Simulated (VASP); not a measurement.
# Te2Mo in VASP: single point with PBE

Aim: the single point of Te2Mo with PBE.

Everything below comes from runs of VASP 6.6.1. Logs are shortened: lines on timing, memory, paths and dates and some standing lists are left out, and cuts for length are marked.

### Step 1. The cell of the first run

The cell holds a slab with vacuum, 6 atoms: a = 6.330 Å, b = 3.469 Å, c = 17.104 Å, α = 90.00°, β = 90.00°, γ = 90.00°.

### Step 2. Single point, PBE

Contents of INCAR:

```
PREC = Accurate
ENCUT = 400
EDIFF = 1E-6
ISMEAR = 0
SIGMA = 0.05
LREAL = F
LASPH = T
NELM = 120
ALGO = Normal
ISIF = 2
LWAVE = F
LCHARG = F
GGA = PE
NBANDS = 35
GGA_COMPAT = F
NELMDL = -8
```

Contents of KPOINTS:

```
Automatic mesh
0
Gamma
  10 20 1
```

Contents of POSCAR:

```
Te2Mo
1.0
    6.3300000000      0.0000000000      0.0000000000
    0.0000000000      3.4690000000      0.0000000000
    0.0000000000      0.0000000000     17.1040376200
Te Mo
4 2
Direct
    0.0789964700      0.7500000000      0.3800272300
    0.9210035300      0.2500000000      0.6199727700
    0.5719302600      0.2500000000      0.4155178300
    0.4280697400      0.7500000000      0.5844821700
    0.8171128300      0.7500000000      0.5053357200
    0.1828871700      0.2500000000      0.4946642800
```

Potentials or basis: VASP PAW PBE potentials, release 64 (Te, Mo_sv).

Started as:

```bash
cat potpaw_PBE.64/Te/POTCAR potpaw_PBE.64/Mo_sv/POTCAR > POTCAR
mpirun -np 1 vasp_std > vasp.out
```

OUTCAR:

```text
PREC = Accurate
   ENCUT = 400
   EDIFF = 1E-6
   ISMEAR = 0
   LREAL = F
   LASPH = T
   NELM = 120
   ISIF = 2
   GGA = PE
   NELMDL = -8

 ion  position               nearest neighbor table
   1  0.079  0.750  0.380-   6 2.70   6 2.70   5 2.71   3 3.62   3 3.62
   2  0.921  0.250  0.620-   5 2.70   5 2.70   6 2.71   4 3.62   4 3.62
   3  0.572  0.250  0.416-   5 2.79   5 2.79   6 2.81   4 3.49   4 3.49   1 3.62   1 3.62
   4  0.428  0.750  0.584-   6 2.79   6 2.79   5 2.81   3 3.49   3 3.49   2 3.62   2 3.62
   5  0.817  0.750  0.505-   2 2.70   2 2.70   1 2.71   3 2.79   3 2.79   4 2.81   6 2.90   6 2.90

   6  0.183  0.250  0.495-   1 2.70   1 2.70   2 2.71   4 2.79   4 2.79   3 2.81   5 2.90   5 2.90

  LATTYP: Found a simple orthorhombic cell.
 ALAT       =     3.4690000000
 B/A-ratio  =     1.8247333526
 C/A-ratio  =     4.9305383742

  Lattice vectors:

 A1 = (   0.0000000000,  -3.4690000000,   0.0000000000)
 A2 = (   6.3300000000,   0.0000000000,   0.0000000000)
 A3 = (   0.0000000000,   0.0000000000,  17.1040376200)

Analysis of symmetry for initial positions (statically):
=====================================================================
 Subroutine PRICEL returns:
 Original cell was already a primitive cell.

 Routine SETGRP: Setting up the symmetry group for a
 simple orthorhombic supercell.

 Subroutine GETGRP returns: Found  4 space group operations
 (whereof  2 operations were pure point group operations)
 out of a pool of  8 trial point group operations.

The static configuration has the point symmetry S_2 .
 The point group associated with its full space group is C_2h.

Analysis of symmetry for dynamics (positions and initial velocities):
=====================================================================
 Subroutine PRICEL returns:
 Original cell was already a primitive cell.

 Routine SETGRP: Setting up the symmetry group for a
 simple orthorhombic supercell.

 Subroutine GETGRP returns: Found  4 space group operations
 (whereof  2 operations were pure point group operations)
 out of a pool of  8 trial point group operations.

The dynamic configuration has the point symmetry S_2 .
 The point group associated with its full space group is C_2h.

 Subroutine INISYM returns: Found  4 space group operations
 (whereof  2 operations are pure point group operations),
 and found     1 'primitive' translations
[... 97 lines left out ...]
   ISPIN  =      1    spin polarized calculation?
   LNONCOLLINEAR =      F non collinear calculations
   LSORBIT =      F    spin-orbit coupling
   LASPH  =      T    aspherical Exc in radial PAW
   ENCUT  =  400.0 eV  29.40 Ry    5.42 a.u.  10.32  5.66 27.89*2*pi/ulx,y,z
   NELM   =    120;   NELMIN=  2; NELMDL= -8     # of ELM steps
   EDIFF  = 0.1E-05   stopping-criterion for ELM
   LREAL  =      F    real-space projection
   EDIFFG = 0.1E-04   stopping-criterion for IOM
   NSW    =      0    number of steps for IOM
   IBRION =     -1    ionic relax: 0-MD 1-quasi-New 2-CG
   NFREE  =      0    steps in history (QN), initial steepest desc. (CG)
   ISIF   =      2    stress and relaxation
   ISYM   =      2    0-nonsym 1-usesym 2-fastsym
   POTIM  = 0.5000    time-step for ionic-motion
   TEBEG  =    0.0;   TEEND  =   0.0 temperature during run
   PSTRESS=    0.0 pullay stress
   NELECT =      52.0000    total number of electrons
   NUPDOWN=      -1.0000    fix difference up-down
   EMIN   =  10.00;   EMAX   =-10.00  energy-range for DOS
   EFERMI =   0.00;   METHOD = LEGACY
   ISMEAR =     0;   SIGMA  =   0.05  broadening in eV -4-tet -1-fermi 0-gaus
   EFERMI_NEDOS =   21; number of points for ismear=-14 and -15
   IALGO  =     38    algorithm
   IMIX   =      4    mixing-type and parameters
     AMIX     =   0.40;   BMIX     =  1.00
     AMIX_MAG =   1.60;   BMIX_MAG =  1.00
  volume/ion in A,a.u.               =      62.60       422.43
  Fermi-wavevector in a.u.,A,eV,Ry     =   0.846916  1.600439  9.759009  0.717267
  Thomas-Fermi vector in A             =   1.962339
   LORBIT       =      0    0 simple, 1 ext, 2 COOP (PROOUT), +10 PAW based schemes
   GGA     = PE    functional components
   LHFCALC =     F    Hartree Fock is set to
   AEXX    =    0.0000 exact exchange contribution
   IVDW    =     0    specifies the selected vdW correction
   LEPSILON=     F    determine dielectric tensor
   LRPA    =     F    only Hartree local field effects (RPA)
 non-spin polarized calculation
 Gauss-broadening in eV      SIGMA  =   0.05
  energy-cutoff  :      400.00
  volume of cell :      375.58
 maximum number of plane-waves:      6856
 NGX is ok and might be reduce to    42
   NGX = 21   NGY = 11   NGZ = 55

 number of electron      52.0000000 magnetization

 Free energy of the ion-electron system (eV)
  ---------------------------------------------------
  ext. energy  EPLUGINS =         0.00000000
  ---------------------------------------------------
  free energy    TOTEN  =       -35.93777796 eV

  energy without entropy =      -35.93584041  energy(sigma->0) =      -35.93680918

 E-fermi :   0.5915     XC(G=0):  -4.8538

 val. band max:        0.5828907024   @ k =   0.5000   0.0000   0.0000
 cond. band min:       0.5977585891   @ k =   0.0000   0.2000   0.0000
 fundamental gap:      0.0148678867
 Fermi energy:         0.5915158412

 k-point     1 :       0.0000    0.0000    0.0000
  band No.  band energies     occupation
      1     -60.4554      2.00000
      2     -60.3984      2.00000
      3     -34.7135      2.00000
      4     -34.6543      2.00000
      5     -34.6033      2.00000
      6     -34.4947      2.00000
[... 901 lines left out ...]
     34       3.8883      0.00000
     35       5.5119      0.00000

 [... further k-points ...]
[... 5 lines left out ...]
  --------------------------------------------------------------------------------------
  -------------------------------------------------------------------------------------
  Total        1.6495376      0.8695410      1.9204351      0.0000000      0.0000000      0.2230511
  in kB        7.0366531      3.7093174      8.1922571      0.0000000      0.0000000      0.9514990
  external PRESSURE =       6.3127425 kB  Pullay stress =       0.0000000 kB

 VOLUME and BASIS-vectors are now :
 -----------------------------------------------------------------------------
  energy-cutoff  :      400.00
  volume of cell :      375.58
      direct lattice vectors                 reciprocal lattice vectors
     6.330000000  0.000000000  0.000000000     0.157977883  0.000000000  0.000000000
     0.000000000  3.469000000  0.000000000     0.000000000  0.288267512  0.000000000
     0.000000000  0.000000000 17.104037620     0.000000000  0.000000000  0.058465727

 POSITION                                       TOTAL-FORCE (eV/Angst)
 -----------------------------------------------------------------------------------
      0.50005      2.60175      6.50000         0.016884     -0.000000     -0.235158
      5.82995      0.86725     10.60404        -0.016884     -0.000000      0.235158
      3.62032      0.86725      7.10703        -0.085311     -0.000000     -0.396227
      2.70968      2.60175      9.99701         0.085311      0.000000      0.396227
      5.17232      2.60175      8.64328         0.277419     -0.000000      0.172002
      1.15768      0.86725      8.46076        -0.277419     -0.000000     -0.172002
 -----------------------------------------------------------------------------------
    total drift:                                0.000000     -0.000000      0.000000

  FREE ENERGIE OF THE ION-ELECTRON SYSTEM (eV)
  ---------------------------------------------------
  free  energy   TOTEN  =       -35.9377779623 eV

  energy  without entropy=      -35.9358404076  energy(sigma->0) =      -35.93680918
```

stdout:

```text
POSCAR found type information on POSCAR TeMo
 POSCAR found :  2 types and       6 ions
 scaLAPACK will be used
 LDA part: xc-table for (Slater+PW92), standard interpolation
 POSCAR, INCAR and KPOINTS ok, starting setup
 FFT: planning ... GRIDC
 FFT: planning ... GRID_SOFT
 FFT: planning ... GRID
 WAVECAR not read
 entering main loop
```

Wall time 13 min (1 thread of Intel Xeon Platinum 8259CL at 2.50GHz (Skylake/Cascade Lake), shared host); peak memory 0.65 GiB.

Results:

```
Free energy            : -35.9378 eV
Largest force          : 0.405 eV/Å
Band gap on the k mesh : zero (bands 26 and 27 overlap by 0.16 eV)
```

Forces on the atoms (eV/Å):
```
Te   0.017  0.000 -0.235
Te  -0.017  0.000  0.235
Te  -0.085  0.000 -0.396
Te   0.085  0.000  0.396
Mo   0.277  0.000  0.172
Mo  -0.277  0.000 -0.172
```

Caveat: spin-orbit coupling is left out, which moves the levels of the heavy elements.
